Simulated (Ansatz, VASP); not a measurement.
CaSe in VASP and in Ansatz

The input POSCAR:

```
CaSe
1.0
    2.9560000000      2.9560000000      0.0000000000
   -2.9560000000      2.9560000000      0.0000000000
    0.0000000000      2.9560000000      2.9560000000
Ca Se
1 1
Direct
    0.0000000000      0.0000000000      0.0000000000
    0.5000000000      0.5000000000      0.0000000000
```

Contents of INCAR.step1:

```
SYSTEM = CaSe
  PREC = Accurate
  ENCUT = 600
  ISMEAR = -1
  SIGMA = 0.05
  LREAL = .FALSE.
  LASPH = .TRUE.
  NELM = 100
  GGA = PE
  ALGO = Normal
  EDIFF = 1E-4
  LWAVE = .TRUE.
  LCHARG = .FALSE.
```

Contents of INCAR.step2:

```
SYSTEM = CaSe
  PREC = Accurate
  ENCUT = 600
  EDIFF = 1E-6
  ISMEAR = -1
  SIGMA = 0.05
  LREAL = .FALSE.
  LASPH = .TRUE.
  NELM = 100
  ALGO = Normal
  ISIF = 3
  LWAVE = .FALSE.
  LCHARG = .FALSE.
  METAGGA = R2SCAN
  LMIXTAU = .TRUE.
  IBRION = 2
  NSW = 100
  EDIFFG = -0.002
  ISTART = 1
```

File KPOINTS:

```
regular mesh
0
G
  12 12 12
  0 0 0
```

Input for Ansatz:

```yaml
crystal:
  lattice:
    - [2.956, 2.956, 0.0]
    - [-2.956, 2.956, 0.0]
    - [0.0, 2.956, 2.956]
  atoms:
    - { symbol: Ca, position: [0.0, 0.0, 0.0] }
    - { symbol: Se, position: [0.5, 0.5, 0.0] }
kpoints:
  mp_grid: { grid: [12, 12, 12] }
scf:
  occupations: { method: fermi_dirac, width: 0.05 }
hamiltonian:
  xc: r2scan
  pseudopotentials: { kind: paw }
relax:
  f_tol: 0.002
  max_steps: 80
  cell: {}
output:
  forces: true
  stress: true
```

Alike in both runs: task relaxation of cell and atoms; functional r2SCAN; k mesh 12 × 12 × 12; occupations fermi-dirac, width 0.05 eV; no spin polarisation.

|  | VASP | Ansatz |
| --- | --- | --- |
| version | VASP 6.6.1 | Ansatz 0.2.0 |
| potentials or method | VASP PAW PBE potentials, release 64 (Ca_sv, Se) | PAW with Ansatz's default frozen-core files, scalar-relativistic |
| plane-wave cutoff (eV) | 600 | 500 |
| valence electrons in the cell | 16 | 26 |

```csv
,VASP,Ansatz,Ansatz less VASP
relaxed volume (Å³/atom),26.25,26.13,-0.121
relaxed length of the cell vector where the two differ most in proportion (Å),4.203,4.197,-0.0064
```

VASP's potentials were made for PBE, not for r2SCAN. VASP's potentials hold 16 valence electrons a cell and Ansatz's 26, so a difference there can come from the potentials and not from the codes.
